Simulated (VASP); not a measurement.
Ge4MoW:

```
Ge Mo W
1.0
     3.57199    0.00000    0.00000
     0.00000    3.57199    0.00000
     0.00000    0.00000    8.81378
Ge Mo W
4 1 1
Direct
  0.00000 0.00000 0.33330
  0.50000 0.50000 0.83330
  0.00000 0.00000 0.66670
  0.50000 0.50000 0.16670
  0.50000 0.50000 0.50000
  0.00000 0.00000 0.00000
```

| Item | Value |
| --- | --- |
| Program | VASP 6.6.1 |
| Task | relaxation of cell and atoms |
| Functional | PBE |
| Potentials or basis | VASP PAW PBE potentials, release 64 (Ge_d, Mo_sv, W_sv) |
| Cutoff | 600 eV |
| k mesh | 6 × 6 × 2 |
| Occupations | gaussian, width 0.1 eV |
| Spin | no spin polarisation |

At the start: pressure -20.7 GPa; volume 18.74 Å³/atom.

Q: How do energy, volume and symmetry change on relaxing?

A: Over 12 steps the energy falls by 271.8 meV/atom and the volume is 15.45 Å³/atom (-17.5 %); space group P4/mmm (No. 123, to 0.05 Å).

The path:
```tsv
step	energy change (eV)	largest force (eV/Å)	pressure (GPa)	volume (Å³)
1	0.0000	0.7681	-20.65	112.46
2	0.2309	0.8886	45.88	77.54
3	-1.6035	0.4656	-1.08	93.05
4	-1.6058	0.4457	0.03	92.53
5	-1.6055	0.4331	0.72	92.16
6	-1.6280	0.1337	0.94	92.11
7	-1.6287	0.0751	0.98	92.10
8	-1.6289	0.0228	-1.36	93.28
9	-1.6309	0.0450	0.05	92.74
10	-1.6308	0.0413	-0.23	92.79
11	-1.6308	0.0444	-0.14	92.76
12	-1.6310	0.0065	-0.08	92.73
```

Final structure:
```xyz
6
Lattice="3.3390 0.0000 0.0000 0.0000 3.3390 0.0000 0.0000 0.0000 8.3168" Properties=species:S:1:pos:R:3 pbc="T T T"
Ge    3.3390    0.0000    2.8177
Ge    1.6695    1.6695    6.9619
Ge    0.0000    0.0000    5.4992
Ge    1.6695    1.6695    1.3550
Mo    1.6695    1.6695    4.1584
W     3.3390    3.3390    8.3168
```

Caveat: the volume moved by over 15 % at a fixed basis, so the end points are rough.
